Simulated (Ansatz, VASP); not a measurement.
Two plane-wave programs on In2Te2O

```xyz
5
Lattice="4.9626 0.0000 0.0000 -2.4813 4.2977 0.0000 0.0000 0.0000 6.5185" Properties=species:S:1:pos:R:3 pbc="T T T"
In    0.0000    2.8652    3.2593
In    2.4813    1.4326    3.2593
Te    0.0000    2.8652    0.0000
Te    2.4813    1.4326    0.0000
O     0.0000    0.0000    0.0000
```

Alike in both runs: functional PBE; k mesh 6 × 6 × 4; occupations gaussian, width 0.1 eV; no spin polarisation.

Ansatz relaxed the structure, and its values are those at the end. VASP's run is a single point on that final structure, the one shown.

```csv
,VASP,Ansatz
version,VASP 6.6.1,Ansatz 0.2.0
potentials or method,"VASP PAW PBE potentials, release 64 (In_d, Te, O), cutoff 520 eV","scalar-relativistic, plane waves, PAW"
valence electrons in the cell,44,64
```

|  | VASP | Ansatz | Ansatz less VASP |
| --- | --- | --- | --- |
| gap on the k mesh at the Fermi level (eV) | none | none | - |
| pressure (GPa) | -0.2 | -0.1 | +0.08 |

A gap of «none» marks a metal or a gap that the smearing closes. With one functional, cell and mesh, what is left measures potentials, basis and numerics. VASP's potentials hold 44 valence electrons a cell and Ansatz's 64, so a difference there can come from the potentials and not from the codes.

Spin-orbit coupling is off throughout.
